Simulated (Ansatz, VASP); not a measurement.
# LiCl in VASP and in Ansatz

Contents of INCAR:

```
SYSTEM = LiCl
ALGO = Normal
EDIFF = 1E-7
ENCUT = 520
GGA = PE
ISIF = 2
ISMEAR = 0
LASPH = .TRUE.
LCHARG = .TRUE.
LELF = .TRUE.
LREAL = .FALSE.
LVHAR = .TRUE.
LWAVE = .FALSE.
NBANDS = 18
NELM = 100
PREC = Accurate
SIGMA = 0.02
```

File KPOINTS:

```
k-points
0
G
  9 9 4
  0 0 0
```

The input POSCAR:

```
LiCl
1.0
    3.6667034566      0.0000000000      0.0000000000
   -1.8333517284      3.1754583416      0.0000000000
    0.0000000000      0.0000000000      6.5111314394
Li Cl
2 2
Direct
    0.6666666700      0.3333333300      0.8665788247
    0.3333333300      0.6666666700      0.3665788247
    0.6666666700      0.3333333300      0.5084221753
    0.3333333300      0.6666666700      1.0084221753
```

Input for Ansatz:

```yaml
crystal:
  lattice:
    - [3.6667034566, 0.0, 0.0]
    - [-1.8333517284, 3.1754583416, 0.0]
    - [0.0, 0.0, 6.5111314394]
  atoms:
    - { symbol: Li, position: [0.66666667, 0.33333333, 0.8665788247] }
    - { symbol: Li, position: [0.33333333, 0.66666667, 0.3665788247] }
    - { symbol: Cl, position: [0.66666667, 0.33333333, 0.5084221753] }
    - { symbol: Cl, position: [0.33333333, 0.66666667, 1.0084221753] }
basis:
  ecutwfc: 420
kpoints:
  mp_grid: { grid: [9, 9, 4] }
hamiltonian:
  xc: pbe
scf:
  occupations: { method: gaussian, width: 0.02 }
output:
  forces: true
  stress: true
  eigenvalues: true
  populations: true
```

Alike in both runs: task single point; functional PBE; k mesh 9 × 9 × 4; occupations gaussian, width 0.02 eV; no spin polarisation.

```csv
,VASP,Ansatz
version,VASP 6.6.1,Ansatz 0.2.0
potentials or method,"VASP PAW PBE potentials, release 64 (Li_sv, Cl), cutoff 520 eV","scalar-relativistic, plane waves, PAW"
valence electrons in the cell,20,20
```

|  | VASP | Ansatz | Ansatz less VASP |
| --- | --- | --- | --- |
| gap on the k mesh at the Fermi level (eV) | 6.10 | 6.09 | -0.006 |
| least direct gap on the mesh (eV) | 6.10 | 6.09 | -0.006 |
| rms of the force components (eV/Å) | 0.009 | 0.009 | +0.0002 |

Atom by atom the forces differ by 0.000 eV/Å (rms over components).

Noted on VASP's run: the cutoff is short for stress, so the pressure is rough.
